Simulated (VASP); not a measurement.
## MgO (dscan): phonons with r2SCAN

The system is MgO (dscan).

```
Mg O
1.0
     0.00000    2.10377    2.10377
     2.10377    0.00000    2.10377
     2.10377    2.10377    0.00000
Mg O
1 1
Direct
  0.00000 0.00000 0.00000
  0.50000 0.50000 0.50000
```

```yaml
Program: VASP 6.6.1
Task: phonons
Functional: r2SCAN
Potentials_or_basis: VASP PAW PBE potentials, release 64 (Mg, O)
Cutoff: 520 eV
k_mesh: 8 × 8 × 8
Occupations: gaussian, width 0.01 eV
Spin: no spin polarisation
Dipole_correction: no
Further_INCAR_settings: ALGO = Normal; EDIFF = 1e-08; NBANDS = 11; IBRION = 6; POTIM = 0.015; NSW = 1
```

| Quantity | Value |
| --- | --- |
| Highest phonon frequency at Γ, LO-TO splitting left out | 399 cm⁻¹ |

Phonon frequencies in cm⁻¹ (negative: imaginary):
| q point | frequencies |
| --- | --- |
| (0.000, 0.000, 0.000) | -2 -2 -2 399 399 399 |

Wall time 2.7 min on 1 thread of Intel Xeon 6975P-C, with other jobs on the host, peak memory 0.16 GiB.

Caveat: the cell wasn't relaxed at this level first, which shifts response properties.
